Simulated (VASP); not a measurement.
Runs of VASP 6.6.1 on GaCo. The structure is that of space group Pm-3m (No. 221), or close to it. The cells are those of the table. 

```tsv
cell	gap on the mesh (eV)	pressure (GPa)
a = 2.916 Å, 2 atoms	none	(c)
a = 3.100 Å, 2 atoms	none	-31.1
a = 2.971 Å, 2 atoms	none	(b)
a = 2.506 Å, 2 atoms	none	170.7
a = 2.799 Å, 2 atoms	none	3.2
a = 2.839 Å, 2 atoms	none	-5.8
a = 2.672 Å, 2 atoms	none	48.3
a = 2.878 Å, 2 atoms	none	-12.8
a = 2.737 Å, 2 atoms	none	(a)
a = 2.603 Å, 2 atoms	none	87.5
```

Alike in all rows: task single point; level LDA; potentials or basis VASP PAW LDA potentials, release 64 (Ga_d, Co); no spin polarisation; k mesh 11 × 11 × 11; cutoff (eV) 520; smearing fermi-dirac 0.08 eV.

Estimate the missing entries.

(a) 21.6; (b) -24.2; (c) -18.2.

A k mesh can miss the band edges, and the runs leave out spin-orbit coupling on Ga.

A gap of «none» marks levels without a gap at the run's occupations.
